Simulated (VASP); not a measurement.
Here is a VASP 6.6.1 calculation.

Contents of INCAR:

```
SYSTEM = W
PREC = Accurate
ENCUT = 520
EDIFF = 1E-7
ISMEAR = 0
SIGMA = 0.15
LREAL = .False.
LASPH = .True.
NELM = 60
ALGO = Fast
ISIF = 2
LWAVE = .False.
LCHARG = .False.
NBANDS = 13
```

The input KPOINTS:

```
regular mesh
0
Gamma
  22 22 22
  0 0 0
```

POSCAR

```
W
1.0
    0.0000000000      2.3182184599      1.4586230550
    2.3182184599      0.0000000000      1.4586230550
    2.3182184599      2.3182184599      0.0000000000
W
1
Direct
    0.0000000000      0.0000000000      0.0000000000
```

Potentials or basis: VASP PAW LDA potentials, release 64 (W_sv).

Launch:

```sh
$ cat potpaw_LDA.64/W_sv/POTCAR > POTCAR
$ mpirun -np 1 vasp_std > vasp.out
```

(1) What does it give for the pressure?

(2) Predict the band gap on the k mesh.

Answers

(1) -1.4 GPa.

(2) zero (bands 7 and 8 overlap by 6.50 eV).

Caveat: spin-orbit coupling is left out, which moves the levels of the heavy elements.
